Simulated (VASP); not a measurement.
Runs of VASP 6.6.1 on Si. The structure is that of space group Fd-3m (No. 227), or close to it. The cells are those of the table. 

| task | cell | k mesh | cutoff (eV) | smearing | gap on the mesh (eV) | pressure (GPa) | relaxed volume (Å³/atom) |
| --- | --- | --- | --- | --- | --- | --- | --- |
| relaxation of cell and atoms | relaxed from a = 3.838 Å, angles 60.0°, 2 atoms | 12 × 12 × 12 | 600 | fermi-dirac 0.08 eV | 0.78 | 0.0 | 20.12 |
| single point | a = 3.850 Å, angles 60.0°, 2 atoms | 12 × 12 × 12 | 520 | fermi-dirac 0.08 eV | 0.79 | -0.2 | - |
| single point | a = 3.850 Å, angles 60.0°, 2 atoms | 8 × 8 × 8 | 520 | gaussian 0.01 eV | 0.83 | -0.2 | - |
| relaxation of cell and atoms | relaxed from a = 3.838 Å, angles 60.0°, 2 atoms | 8 × 8 × 8 | 600 | gaussian 0.01 eV | (a) | 0.0 | 20.12 |

Alike in all rows: level r2SCAN; potentials or basis VASP PAW PBE potentials, release 64 (Si); no spin polarisation.

**Question.** Fill in the values left out.

**Answer.** (a) 0.82.

Caveats: the PAW data sets were made with another functional, which shifts forces and pressure a little; semilocal functionals underestimate gaps, and a narrow one can read as zero (at least some runs).

A k mesh can miss the band edges.
